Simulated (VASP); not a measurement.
Wanted: the native input for a VASP 6.6.1 run.

- Task: single point
- Functional: r2SCAN
- Potentials or basis: VASP PAW PBE potentials, release 64 (Mn_pv)
- Cutoff: 520 eV
- k mesh: 26 × 26 × 26
- Occupations: fermi-dirac, width 0.1 eV
- Spin: no spin polarisation
- Dipole correction: no
- Further INCAR settings: ALGO = Normal; EDIFF = 1e-06; NBANDS = 12

The system is Mn.

```
Mn
1.0
    -1.38029    1.38029    1.38029
     1.38029   -1.38029    1.38029
     1.38029    1.38029   -1.38029
Mn
1
Direct
  0.00000 0.00000 0.00000
```

This isn't the form of Mn at room conditions, which is a 58-atom cubic cell.

One way to write it, as run:

POSCAR

```
Mn
1.0
   -1.3802885588      1.3802885588      1.3802885588
    1.3802885588     -1.3802885588      1.3802885588
    1.3802885588      1.3802885588     -1.3802885588
Mn
1
Direct
    0.0000000000      0.0000000000      0.0000000000
```

INCAR.step1

```
ALGO     = Normal         # electronic algorithm
EDIFF    = 1E-4           # SCF threshold, eV
ENCUT    = 520            # plane-wave cutoff, eV
GGA      = PE             # functional
ISMEAR   = -1             # smearing method
LASPH    = True           # aspherical terms in the spheres
LCHARG   = False          # write CHGCAR
LREAL    = False          # projectors in reciprocal space
LWAVE    = True           # write WAVECAR
NBANDS   = 12             # bands
NELM     = 80             # most SCF steps
PREC     = Accurate       # precision mode
SIGMA    = 0.1            # smearing width, eV
```

INCAR.step2

```
ALGO     = Normal         # electronic algorithm
EDIFF    = 1E-6           # SCF threshold, eV
ENCUT    = 520            # plane-wave cutoff, eV
ISIF     = 2              # what is computed and relaxed
ISMEAR   = -1             # smearing method
ISTART   = 1            
LASPH    = True           # aspherical terms in the spheres
LCHARG   = True           # write CHGCAR
LELF     = True           # ELF
LMIXTAU  = True         
LREAL    = False          # projectors in reciprocal space
LVHAR    = True         
LWAVE    = False          # write WAVECAR
METAGGA  = R2SCAN         # meta-GGA
NBANDS   = 12             # bands
NELM     = 80             # most SCF steps
PREC     = Accurate       # precision mode
SIGMA    = 0.1            # smearing width, eV
```

KPOINTS

```
k-points
0
Gamma
  26 26 26
```

Potentials or basis: VASP PAW PBE potentials, release 64 (Mn_pv).

Run with:

```bash
$ cat potpaw_PBE.64/Mn_pv/POTCAR > POTCAR
$ cp INCAR.step1 INCAR
$ mpirun -np 1 vasp_std > vasp.out
$ cp INCAR.step2 INCAR
$ mpirun -np 1 vasp_std > vasp.out
```

Results of the run:

The pressure is 0.2 GPa and the band gap on the k mesh is zero (an odd number of electrons rules out a gap without spin polarisation).

Caveat: the PAW data sets were made with another functional, which shifts forces and pressure a little; the run has no spin polarisation, though such a crystal can be magnetic.

It took 4.9 min on 1 thread of Intel Xeon 8259CL, with other jobs on the host, peak memory 0.18 GiB.
